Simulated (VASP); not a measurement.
Input of a VASP 6.6.1 run:

The input INCAR:

```
SYSTEM = H22CO11
ALGO     = Normal         ! electronic algorithm
EDIFF    = 1E-6           ! SCF threshold, eV
ENCUT    = 520            ! plane-wave cutoff, eV
ISIF     = 2              ! what is computed and relaxed
ISMEAR   = -1             ! smearing method
LASPH    = .TRUE.         ! aspherical terms in the spheres
LCHARG   = .FALSE.        ! write CHGCAR
LREAL    = Auto         
LWAVE    = .FALSE.        ! write WAVECAR
NBANDS   = 69             ! bands
NELM     = 80             ! most SCF steps
PREC     = Accurate       ! precision mode
SIGMA    = 0.05           ! smearing width, eV
```

The input KPOINTS:

```
k-points
0
G
  1 1 1
  0 0 0
```

POSCAR

```
H22CO11
1.0
    6.6099640000      0.0000000000      0.0000000000
    0.0000000000      6.6099640000      0.0000000000
    0.0000000000      0.0000000000      6.6099640000
O H C
11 22 1
Direct
    0.4734065117      0.6958434267      0.6023633412
    0.2019829457      0.1880040496     -0.1187449735
    1.0495064723      0.4281717722      0.1433744571
    0.8491574236      0.5699879757      0.4361143268
    0.9058445704      0.2490936411      0.6789446962
    0.3915755063      0.2414234026      0.4180960744
    0.6236645162      0.9417297885      0.3020288764
    0.0418610449      0.0876706742      0.3755693677
    0.5182781631      0.3357809513      0.7373565121
    0.2104247466      0.7560555549      0.2789879037
    0.9376450462      0.9066917762      0.9848616422
    0.5016063628      0.5594584176      0.6736345311
    0.3957207634      0.6616677489      0.4795487540
    0.3493513732      0.2223158855     -0.1565666621
    0.1617255404      0.0427990228     -0.0875496447
    1.1291740772      0.3603801776      0.0360062475
    1.0756185662      0.3180501437      0.2411359578
    0.8376445015      0.5160542478      0.3001377920
    0.7102459257      0.6087325135      0.4799269709
    0.9034239823      0.3702743313      0.5837853277
    1.0333944330      0.2442524649      0.7511538641
    0.4778392136      0.1396074169      0.3455086896
    0.2510906262      0.1689116612      0.4096996595
    0.6134980463      0.8788247561      0.4301990147
    0.7531357206      1.0042112181      0.2872784179
   -0.0219819654      0.0989566660      0.5079150204
    0.1011957100     -0.0519064854      0.3414088186
    0.6598976938      0.2781709552      0.7460857578
    0.4507437559      0.2496382734      0.6115464472
    0.1393048434      0.6393832100      0.2158105551
    0.3371274034      0.7853446706      0.2042825044
    0.6827419938      0.7620465104      1.0517152590
    0.8671454186      0.6432864082      0.8523949601
    0.8158743376      0.7710480723      0.9572669382
```

Potentials or basis: VASP PAW LDA potentials, release 64 (O, H, C).

Run with:

```console
$ cat potpaw_LDA.64/O/POTCAR potpaw_LDA.64/H/POTCAR potpaw_LDA.64/C/POTCAR > POTCAR
$ mpirun -np 1 vasp_gam > vasp.out
```

**Question.** What does it give for the largest force?

**Answer.** 3.056 eV/Å.

**Question.** Predict the pressure.

**Answer.** 2.7 GPa.

**Question.** Estimate the band gap on the k mesh.

**Answer.** 3.43 eV.

Stress tensor (GPa, compression positive):
```
 2.64 -0.50  0.40
-0.50 -0.52  0.84
 0.40  0.84  5.89
```

Caveat: the k points lie up to 0.95 Å⁻¹ apart, too coarse for converged energies, forces and pressures.
